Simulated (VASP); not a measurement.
# P (Imma) in VASP: relaxation of shape and atoms at fixed volume with PBEsol+D3(BJ)

Aim: the relaxation of shape and atoms at fixed volume of P with PBEsol+D3(BJ).

Program: VASP 6.6.1. These are calculated values, not measurements. Logs are shortened: lines on timing, memory, paths and dates and some standing lists are left out, and cuts for length are marked.

### Step 1. The cell of the first run

The structure is orthorhombic, space group Imma (No. 74). Conventional cell: a = 3.425 Å, b = 4.841 Å, c = 3.426 Å, α = 90.00°, β = 90.00°, γ = 90.00°. Within 3.1 Å of P (site symmetry mm2) lie 6 P at 2.34 to 2.51 Å.

### Step 2. Relaxation of shape and atoms at fixed volume, PBEsol+D3(BJ) (14.20 Å³/atom)

INCAR

```
SYSTEM = P
ALGO = Normal
EDIFF = 1E-6
EDIFFG = -0.01
ENCUT = 600
GGA = PS
IBRION = 2
ISIF = 4
ISMEAR = 0
IVDW = 12
LASPH = .TRUE.
LCHARG = .FALSE.
LREAL = .FALSE.
LWAVE = .FALSE.
NELM = 60
NSW = 50
PREC = Accurate
SIGMA = 0.1
```

KPOINTS

```
k-points
0
G
  18 18 18
  0 0 0
```

POSCAR

```
P
1.0
   -1.7124233879      2.4203041429      1.7129664330
    1.7124233879     -2.4203041429      1.7129664330
    1.7124233879      2.4203041429     -1.7129664330
P
2
Direct
    0.7673866805      0.0173866805      0.7500000000
    0.2326133195      0.9826133195      0.2500000000
```

Potentials or basis: VASP PAW PBE potentials, release 64 (P).

Launch:

```
$ cat potpaw_PBE.64/P/POTCAR > POTCAR
$ mpirun -np 1 vasp_std > vasp.out
```

OUTCAR:

```text
SYSTEM = P
   EDIFF = 1E-6
   EDIFFG = -0.01
   ENCUT = 600
   GGA = PS
   IBRION = 2
   ISIF = 4
   ISMEAR = 0
   IVDW = 12
   LASPH = .TRUE.
   LREAL = .FALSE.
   NELM = 60
   NSW = 50
   PREC = Accurate
 IVDW          = 12

 ion  position               nearest neighbor table
   1  0.767  0.017  0.750-   2 2.34   2 2.34   2 2.42   2 2.42   2 2.51   2 2.51
   2  0.233  0.983  0.250-   1 2.34   1 2.34   1 2.42   1 2.42   1 2.51   1 2.51

  LATTYP: Found a body centered orthorhombic cell.
 ALAT       =     3.4248467758
 B/A-ratio  =     1.0003171208
 C/A-ratio  =     1.4133795182

  Lattice vectors:

 A1 = (  -1.7124233879,  -2.4203041429,   1.7129664330)
 A2 = (   1.7124233879,  -2.4203041429,  -1.7129664330)
 A3 = (   1.7124233879,   2.4203041429,   1.7129664330)

Analysis of symmetry for initial positions (statically):
=====================================================================
 Subroutine PRICEL returns:
 Original cell was already a primitive cell.

 Routine SETGRP: Setting up the symmetry group for a
 body centered orthorhombic supercell.

 Subroutine GETGRP returns: Found  8 space group operations
 (whereof  4 operations were pure point group operations)
 out of a pool of  8 trial point group operations.

The static configuration has the point symmetry C_2h.
 The point group associated with its full space group is D_2h.

Analysis of symmetry for dynamics (positions and initial velocities):
=====================================================================
 Subroutine PRICEL returns:
 Original cell was already a primitive cell.

 Routine SETGRP: Setting up the symmetry group for a
 body centered orthorhombic supercell.

 Subroutine GETGRP returns: Found  8 space group operations
 (whereof  4 operations were pure point group operations)
 out of a pool of  8 trial point group operations.

The dynamic configuration has the point symmetry C_2h.
 The point group associated with its full space group is D_2h.

 Subroutine INISYM returns: Found  8 space group operations
 (whereof  4 operations are pure point group operations),
 and found     1 'primitive' translations

----------------------------------------------------------------------------------------

                                     Primitive cell

  volume of cell :      28.3981

  direct lattice vectors                    reciprocal lattice vectors
    -1.712423388  2.420304143  1.712966433     0.000000000  0.206585607  0.291891301
     1.712423388 -2.420304143  1.712966433     0.291983865  0.000000000  0.291891301
     1.712423388  2.420304143 -1.712966433     0.291983865  0.206585607  0.000000000

  length of vectors
     3.424108644  3.424108644  3.424108644     0.357600537  0.412862094  0.357676097

  position of ions in fractional coordinates (direct lattice)
     0.767386681  0.017386681  0.750000000
     0.232613319  0.982613319  0.250000000

  ion indices of the primitive-cell ions
   primitive index   ion index
                 1           1
                 2           2

----------------------------------------------------------------------------------------

 KPOINTS: k-points

Automatic generation of k-mesh.
 Grid dimensions read from file:
 generate k-points for:   18   18   18

 Generating k-lattice:

  Cartesian coordinates                     Fractional coordinates (reciprocal lattice)
     0.000000000  0.011476978  0.016216183     0.055555556  0.000000000  0.000000000
     0.016221326  0.000000000  0.016216183    -0.000000000  0.055555556  0.000000000
     0.016221326  0.011476978  0.000000000    -0.000000000  0.000000000  0.055555556

  Length of vectors
     0.019866697  0.022936783  0.019870894

  Shift w.r.t. Gamma in fractional coordinates (k-lattice)
     0.000000000  0.000000000  0.000000000

 Subroutine IBZKPT returns following result:
 ===========================================

 Found    865 irreducible k-points:

 Following reciprocal coordinates:
            Coordinates               Weight
  0.000000  0.000000  0.000000      1.000000
  0.055556  0.000000 -0.000000      4.000000
  0.111111  0.000000 -0.000000      4.000000
  0.166667  0.000000 -0.000000      4.000000
  0.222222  0.000000 -0.000000      4.000000
  0.277778 -0.000000  0.000000      4.000000
[... 16 lines left out ...]
 -0.333333  0.055556 -0.000000      8.000000
 -0.277778  0.055556  0.000000      8.000000
 [... further k-points ...]
   k-points           NKPTS =    865   k-points in BZ     NKDIM =    865   number of bands    NBANDS=      9
   number of dos      NEDOS =    301   number of ions     NIONS =      2
   total plane-waves  NPLWV =  21952
   dimension x,y,z NGX =    28 NGY =   28 NGZ =   28
   dimension x,y,z NGXF=    56 NGYF=   56 NGZF=   56
   ions per type =               2
   NGX,Y,Z   is equivalent  to a cutoff of  13.59, 13.59, 13.59 a.u.
   NGXF,Y,Z  is equivalent  to a cutoff of  27.19, 27.19, 27.19 a.u.
 SYSTEM =  P
   PREC   = accura    normal or accurate (medium, high low for compatibility)
   ISTART =      0    job   : 0-new  1-cont  2-samecut
   ICHARG =      2    charge: 1-file 2-atom 10-const
   ISPIN  =      1    spin polarized calculation?
   LNONCOLLINEAR =      F non collinear calculations
   LSORBIT =      F    spin-orbit coupling
   LASPH  =      T    aspherical Exc in radial PAW
   ENCUT  =  600.0 eV  44.10 Ry    6.64 a.u.   6.84  6.84  6.84*2*pi/ulx,y,z
   NELM   =     60;   NELMIN=  2; NELMDL= -5     # of ELM steps
   EDIFF  = 0.1E-05   stopping-criterion for ELM
   LREAL  =      F    real-space projection
   EDIFFG = -.1E-01   stopping-criterion for IOM
   NSW    =     50    number of steps for IOM
   IBRION =      2    ionic relax: 0-MD 1-quasi-New 2-CG
   NFREE  =      1    steps in history (QN), initial steepest desc. (CG)
   ISIF   =      4    stress and relaxation
   ISYM   =      2    0-nonsym 1-usesym 2-fastsym
   POTIM  = 0.5000    time-step for ionic-motion
   TEBEG  =    0.0;   TEEND  =   0.0 temperature during run
   PSTRESS=    0.0 pullay stress
   NELECT =      10.0000    total number of electrons
   NUPDOWN=      -1.0000    fix difference up-down
   EMIN   =  10.00;   EMAX   =-10.00  energy-range for DOS
   EFERMI =   0.00;   METHOD = LEGACY
   ISMEAR =     0;   SIGMA  =   0.10  broadening in eV -4-tet -1-fermi 0-gaus
   EFERMI_NEDOS =   21; number of points for ismear=-14 and -15
   IALGO  =     38    algorithm
   IMIX   =      4    mixing-type and parameters
     AMIX     =   0.40;   BMIX     =  1.00
     AMIX_MAG =   1.60;   BMIX_MAG =  1.00
  volume/ion in A,a.u.               =      14.20        95.82
  Fermi-wavevector in a.u.,A,eV,Ry     =   1.156054  2.184626 18.183659  1.336461
  Thomas-Fermi vector in A             =   2.292678
   LORBIT       =      0    0 simple, 1 ext, 2 COOP (PROOUT), +10 PAW based schemes
   GGA     = PS    functional components
   LHFCALC =     F    Hartree Fock is set to
   AEXX    =    0.0000 exact exchange contribution
   IVDW    =    12    specifies the selected vdW correction
   LEPSILON=     F    determine dielectric tensor
   LRPA    =     F    only Hartree local field effects (RPA)
 conjugate gradient relaxation of ions
 non-spin polarized calculation
 Gauss-broadening in eV      SIGMA  =   0.10
  energy-cutoff  :      600.00
  volume of cell :       28.40
 maximum number of plane-waves:       962
   NGX = 13   NGY = 13   NGZ = 13

--------------------------------------- Ionic step        1  -------------------------------------------

 number of electron      10.0000000 magnetization

 number of electron       9.9999998 magnetization

 Free energy of the ion-electron system (eV)
  ---------------------------------------------------
  ext. energy  EPLUGINS =         0.00000000
  ---------------------------------------------------
  free energy    TOTEN  =       -11.55947578 eV

  energy without entropy =      -11.55721517  energy(sigma->0) =      -11.55834548

------------------------ aborting loop because EDIFF is reached ----------------------------------------

 Edisp (eV)   -0.79770

 E8    (eV) :    -0.4732

  FORCE on cell =-STRESS in cart. coord.  units (eV):
  Direction    XX          YY          ZZ          XY          YZ          ZX
  --------------------------------------------------------------------------------------
  -------------------------------------------------------------------------------------
  Total      -0.67167    -0.58797    -0.62455     0.00000     0.00000     0.00000
  in kB     -37.89426   -33.17248   -35.23620     0.00000     0.00000     0.00000
  external pressure =      -35.43 kB  Pullay stress =        0.00 kB

 VOLUME and BASIS-vectors are now :
 -----------------------------------------------------------------------------
  energy-cutoff  :      600.00
  volume of cell :       28.40
      direct lattice vectors                 reciprocal lattice vectors
    -1.712423388  2.420304143  1.712966433     0.000000000  0.206585607  0.291891301
     1.712423388 -2.420304143  1.712966433     0.291983865  0.000000000  0.291891301
     1.712423388  2.420304143 -1.712966433     0.291983865  0.206585607  0.000000000
[... 161 lines left out ...]
 POSITION                                       TOTAL-FORCE (eV/Angst)
 -----------------------------------------------------------------------------------
     -0.00000      3.62978      0.08157         0.000000     -0.000000     -0.009941
      1.70775     -1.20993      1.63641        -0.000000      0.000000      0.009941
 -----------------------------------------------------------------------------------
    total drift:                               -0.000000     -0.000000      0.000000

  FREE ENERGIE OF THE ION-ELECTRON SYSTEM (eV)
  ---------------------------------------------------
  free  energy   TOTEN  =       -12.3597587625 eV

  energy  without entropy=      -12.3574469502  energy(sigma->0) =      -12.35860286

--------------------------------------- Ionic step        6  -------------------------------------------

 number of electron      10.0000000 magnetization

 Free energy of the ion-electron system (eV)
  ---------------------------------------------------
  ext. energy  EPLUGINS =         0.00000000
  ---------------------------------------------------
  free energy    TOTEN  =       -11.56211793 eV

  energy without entropy =      -11.55980487  energy(sigma->0) =      -11.56096140

 E-fermi :  10.1799     XC(G=0): -11.4773

 val. band max:       10.1723151638   @ k =   0.3333   0.3333   0.1667
 cond. band min:      10.1802687347   @ k =  -0.3889  -0.1667   0.1111
 fundamental gap:      0.0079535709
 Fermi energy:        10.1799302555

 k-point     1 :       0.0000    0.0000    0.0000
  band No.  band energies     occupation
      1      -6.8506      2.00000
      2       7.6027      2.00000
      3       7.7358      2.00000
      4       7.8485      2.00000
      5       8.6377      2.00000
      6      13.6898      0.00000
      7      13.7152      0.00000
      8      14.5305      0.00000
      9      15.1365      0.00000

 k-point     2 :       0.0556    0.0000   -0.0000
  band No.  band energies     occupation
      1      -6.7973      2.00000
      2       6.9428      2.00000
      3       7.5887      2.00000
      4       7.8000      2.00000
      5       9.2947      2.00000
      6      13.6182      0.00000
      7      13.7320      0.00000
      8      14.5371      0.00000
      9      14.6751      0.00000
[... 253 lines left out ...]
 k-point    24 :      -0.2778    0.0556    0.0000
  band No.  band energies     occupation
      1      -5.8060      2.00000
      2       2.7205      2.00000
      3       6.7559      2.00000
      4       8.2050      2.00000
      5      10.4476      0.00015
      6      11.1955      0.00000
      7      11.7240      0.00000
      8      13.8715      0.00000
      9      16.0213      0.00000

 [... further k-points ...]

------------------------ aborting loop because EDIFF is reached ----------------------------------------

 Edisp (eV)   -0.79771

 E8    (eV) :    -0.4732

  FORCE on cell =-STRESS in cart. coord.  units (eV):
  Direction    XX          YY          ZZ          XY          YZ          ZX
  --------------------------------------------------------------------------------------
  -------------------------------------------------------------------------------------
  Total      -0.45903    -0.45516    -0.44505     0.00000     0.00000     0.00000
  in kB     -25.89771   -25.67913   -25.10885     0.00000     0.00000     0.00000
  external pressure =      -25.56 kB  Pullay stress =        0.00 kB

 VOLUME and BASIS-vectors are now :
 -----------------------------------------------------------------------------
  energy-cutoff  :      600.00
  volume of cell :       28.40
      direct lattice vectors                 reciprocal lattice vectors
    -1.707313502  2.422874621  1.716270478     0.000000000  0.206366436  0.291329372
     1.707313502 -2.422874621  1.716270478     0.292857756  0.000000000  0.291329372
     1.707313502  2.422874621 -1.716270478     0.292857756  0.206366436  0.000000000

 POSITION                                       TOTAL-FORCE (eV/Angst)
 -----------------------------------------------------------------------------------
      0.00000      3.63431      0.08019        -0.000000      0.000000     -0.002691
      1.70731     -1.21144      1.63608         0.000000     -0.000000      0.002691
 -----------------------------------------------------------------------------------
    total drift:                                0.000000      0.000000     -0.000000

  FREE ENERGIE OF THE ION-ELECTRON SYSTEM (eV)
  ---------------------------------------------------
  free  energy   TOTEN  =       -12.3598306476 eV

  energy  without entropy=      -12.3575175862  energy(sigma->0) =      -12.35867412

 reached required accuracy - stopping structural energy minimisation
```

Wall time 14 min (1 thread of Intel Xeon 8259CL, shared host); peak memory 0.36 GiB.

Results:

```
Free energy                : -12.3598 eV
Energy gained by relaxing  : 1.3 meV/atom
Ionic steps                : 6
Pressure after relaxing    : -2.6 GPa
Band gap on the k mesh     : zero (bands 5 and 6 overlap by 1.70 eV)
Dispersion energy per atom : -0.399 eV
```

Forces in eV/Å, atoms in the order of the input:
```
P    0.000  0.000 -0.003
P    0.000  0.000  0.003
```

The path:
```csv
step,energy change (eV),largest force (eV/Å),pressure (GPa),volume (Å³)
1,0.0000,0.1171,-3.54,28.40
2,-0.0012,0.0911,-3.30,28.40
3,-0.0024,0.0211,-2.74,28.40
4,-0.0025,0.0103,-2.66,28.40
5,-0.0026,0.0099,-2.49,28.40
6,-0.0027,0.0027,-2.56,28.40
```

Final structure:
```
P
1.0
    -1.70731    2.42287    1.71627
     1.70731   -2.42287    1.71627
     1.70731    2.42287   -1.71627
P
2
Direct
  0.77336 0.02336 0.75000
  0.22664 0.97664 0.25000
```

Caveat: the PAW data sets were made with another functional, which shifts forces and pressure a little.
